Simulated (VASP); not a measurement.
Input of a VASP 6.6.1 run:

The input INCAR:

```
SYSTEM = Pb
PREC     = Accurate       ! precision mode
ENCUT    = 500            ! plane-wave cutoff, eV
EDIFF    = 1E-6           ! SCF threshold, eV
ISMEAR   = -1             ! smearing method
SIGMA    = 0.05           ! smearing width, eV
LREAL    = .False.        ! projectors in reciprocal space
LASPH    = .True.         ! aspherical terms in the spheres
NELM     = 120            ! most SCF steps
ALGO     = Normal         ! electronic algorithm
ISIF     = 2              ! what is computed and relaxed
LWAVE    = .False.        ! write WAVECAR
LCHARG   = .False.        ! write CHGCAR
GGA      = PS             ! functional
NBANDS   = 13             ! bands
GGA_COMPAT= .False.
```

KPOINTS

```
Automatic mesh
0
Gamma
  9 9 9
  0 0 0
```

File POSCAR:

```
Pb
1.0
    0.0000000000      2.4679610000      2.4679610000
    2.4679610000      0.0000000000      2.4679610000
    2.4679610000      2.4679610000      0.0000000000
Pb
1
Direct
    0.0000000000      0.0000000000      0.0000000000
```

Potentials or basis: VASP PAW PBE potentials, release 64 (Pb_d).

Launch:

```bash
$ cat potpaw_PBE.64/Pb_d/POTCAR > POTCAR
$ mpirun -np 1 vasp_std > vasp.out
```

What does it give for the pressure?

-0.3 GPa.

Predict the band gap on the k mesh.

zero (band 7 reaches 14.68 eV, above the bottom of band 8 at 5.62 eV).

Caveat: the PAW data sets were made with another functional, which shifts forces and pressure a little; spin-orbit coupling is left out, which moves the levels of the heavy elements.
